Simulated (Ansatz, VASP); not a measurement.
# NaCl in VASP and in Ansatz

File INCAR:

```
PREC = Accurate
ENCUT = 520
EDIFF = 1E-6
ISMEAR = 0
SIGMA = 0.02
LREAL = False
LASPH = True
NELM = 60
ALGO = Normal
ISIF = 2
LWAVE = False
LCHARG = False
GGA = PE
NBANDS = 14
```

File KPOINTS:

```
Automatic mesh
0
Gamma
  8 8 8
```

Contents of POSCAR:

```
NaCl
1.0
    0.0000000000      2.9272082925      2.9272082925
    2.9272082925      0.0000000000      2.9272082925
    2.9272082925      2.9272082925      0.0000000000
Na Cl
1 1
Direct
    0.0000000000      0.0000000000      0.0000000000
    0.5000000000      0.5000000000      0.5000000000
```

Input for Ansatz:

```yaml
crystal:
  lattice:
    - [0.0, 2.9272082925, 2.9272082925]
    - [2.9272082925, 0.0, 2.9272082925]
    - [2.9272082925, 2.9272082925, 0.0]
  atoms:
    - { symbol: Na, position: [0.0, 0.0, 0.0] }
    - { symbol: Cl, position: [0.5, 0.5, 0.5] }
basis:
  ecutwfc: 420
kpoints:
  mp_grid: { grid: [8, 8, 8] }
hamiltonian:
  xc: pbe
scf:
  occupations: { method: gaussian, width: 0.02 }
output:
  forces: true
  stress: true
  eigenvalues: true
  populations: true
```

Alike in both runs: task single point; functional PBE; k mesh 8 × 8 × 8; occupations gaussian, width 0.02 eV; no spin polarisation.

```csv
,VASP,Ansatz
version,VASP 6.6.1,Ansatz 0.2.0
potentials or method,"VASP PAW PBE potentials, release 64 (Na_pv, Cl), cutoff 520 eV","scalar-relativistic, plane waves, PAW"
valence electrons in the cell,14,16
```

|  | VASP | Ansatz | Ansatz less VASP |
| --- | --- | --- | --- |
| gap on the k mesh at the Fermi level (eV) | 4.71 | 4.71 | 0.000 |
| least direct gap on the mesh (eV) | 4.71 | 4.71 | 0.000 |
| pressure (GPa) | -1.6 | -1.6 | +0.03 |

VASP's potentials hold 14 valence electrons a cell and Ansatz's 16, so a difference there can come from the potentials and not from the codes.
